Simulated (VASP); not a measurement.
Input of a VASP 6.6.1 run:

File INCAR:

```
SYSTEM = BN
PREC = Accurate ; ENCUT = 520
EDIFF = 1E-8 ; ISMEAR = -1
SIGMA = 0.03 ; LREAL = .False.
LASPH = .True. ; NELM = 100
ALGO = Normal ; ISIF = 2
LWAVE = .False. ; LCHARG = .False.
GGA = PE ; LEFG = .True.
NBANDS = 11
```

KPOINTS

```
regular mesh
0
Gamma
  13 13 13
  0 0 0
```

Contents of POSCAR:

```
BN
1.0
    0.0361500000      1.8255750000      1.8255750000
    1.8255750000      0.0361500000      1.8255750000
    1.8255750000      1.8255750000      0.0361500000
B N
1 1
Direct
    0.0000000000      0.0000000000      0.0000000000
    0.7500000000      0.7500000000      0.7500000000
```

Potentials or basis: VASP PAW PBE potentials, release 64 (B, N).

Run with:

```bash
$ cat potpaw_PBE.64/B/POTCAR potpaw_PBE.64/N/POTCAR > POTCAR
$ mpirun -np 1 vasp_std > vasp.out
```

(1) What does it give for the largest force?

(2) Predict the pressure.

(3) Predict the band gap on the k mesh.

Answers

(1) 0.023 eV/Å.

(2) 3.8 GPa.

(3) 4.47 eV, indirect (least direct gap 8.04 eV).

Caveat: the cell differs from its parent crystal (equal xy, yz and zx shear strains of +2 %); without QUAD_EFG the Cq values of the log hold for a quadrupole moment of 1 mb, not for the nuclei.
